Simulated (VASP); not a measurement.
A run of VASP 6.6.1 is set up as follows.

INCAR

```
ALGO     = Normal         # electronic algorithm
EDIFF    = 1E-6           # SCF threshold, eV
ENCUT    = 500            # plane-wave cutoff, eV
GGA      = PE             # functional
GGA_COMPAT= False        
ISIF     = 2              # what is computed and relaxed
ISMEAR   = 0              # smearing method
LASPH    = True           # aspherical terms in the spheres
LCHARG   = True           # write CHGCAR
LELF     = True           # ELF
LREAL    = False          # projectors in reciprocal space
LVHAR    = True         
LWAVE    = False          # write WAVECAR
NBANDS   = 16             # bands
NELM     = 120            # most SCF steps
PREC     = Accurate       # precision mode
SIGMA    = 0.01           # smearing width, eV
```

File KPOINTS:

```
k-points
0
Gamma
  4 4 4
```

The input POSCAR:

```
GaAs
1.0
    0.0000000000      2.8330850941      2.7622579668
    2.8330850941      0.0000000000      2.7622579668
    2.8330850941      2.8330850941      0.0000000000
Ga As
1 1
Direct
    0.0000000000      0.0000000000      0.0000000000
    0.2500000000      0.2500000000      0.2500000000
```

Potentials or basis: VASP PAW PBE potentials, release 64 (Ga_d, As).

Run with:

```bash
$ cat potpaw_PBE.64/Ga_d/POTCAR potpaw_PBE.64/As/POTCAR > POTCAR
$ mpirun -np 1 vasp_std > vasp.out
```

(1) What does it give for the band gap on the k mesh?

(2) What does it give for the pressure?

Answers

(1) 0.55 eV, direct.

(2) 5.2 GPa.

Caveat: the k points lie up to 0.48 Å⁻¹ apart; the cell differs from its parent crystal (uniaxial z strain -2.5%).
